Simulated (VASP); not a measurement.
Write the native input for VASP 6.6.1 that does the following.

```yaml
Task: single point
Functional: PBE
Potentials_or_basis: VASP PAW PBE potentials, release 64 (In_d, Ir, C, N)
Cutoff: 520 eV
k_mesh: 6 × 4 × 4
Occupations: gaussian, width 0.2 eV
Spin: no spin polarisation
Dipole_correction: no
Further_INCAR_settings: ALGO = Normal; EDIFF = 1e-07; NBANDS = 40
```

The structure of InIrC4N4 lies in POSCAR:

```
InIrC4N4
1.0
    0.3666740564     -0.3710447151      3.2888367196
    7.2081920337      0.3236052234      0.8483368660
    0.3306250211      7.2037293960     -0.8452681020
In Ir C N
1 1 4 4
Direct
    0.9999775435      0.5000124605      0.5000021396
    0.0000135044     -0.0000062343     -0.0000019101
    0.7871508304      0.2080238499      0.7919960524
    0.2128540236      0.7919578805      0.2079819047
    0.9995637487      0.1863121512      0.1864759277
    0.0004682883      0.8136762193      0.8135363765
    0.6580365008      0.3359916005      0.6641675493
    0.3419621599      0.6640243091      0.3358527873
   -0.0007461934      0.2962305571      0.2963256401
    1.0007195936      0.7037772061      0.7036635327
```

These files were run (other wordings do the same):

INCAR

```
SYSTEM = InIrC4N4
ALGO = Normal
EDIFF = 1E-7
ENCUT = 520
GGA = PE
ISIF = 2
ISMEAR = 0
LASPH = .True.
LCHARG = .False.
LREAL = .False.
LWAVE = .False.
NBANDS = 40
NELM = 80
PREC = Accurate
SIGMA = 0.2
```

KPOINTS

```
k-points
0
Gamma
  6 4 4
  0 0 0
```

Potentials or basis: VASP PAW PBE potentials, release 64 (In_d, Ir, C, N).

The run is started by

```bash
$ cat potpaw_PBE.64/In_d/POTCAR potpaw_PBE.64/Ir/POTCAR potpaw_PBE.64/C/POTCAR potpaw_PBE.64/N/POTCAR > POTCAR
$ mpirun -np 1 vasp_std > vasp.out
```

Results of the run:

```json
{"Pressure": "0.6 GPa", "Largest force": "0.337 eV/Å", "Band gap on the k mesh": "0.41 eV (least direct gap 0.43 eV)"}
```

Caveat: spin-orbit coupling is left out, which moves the levels of the heavy elements.

Wall time 3.5 min on 1 thread of AMD EPYC 9R45 96-Core Processor (Zen 5), on a shared host, peak memory 0.47 GiB.
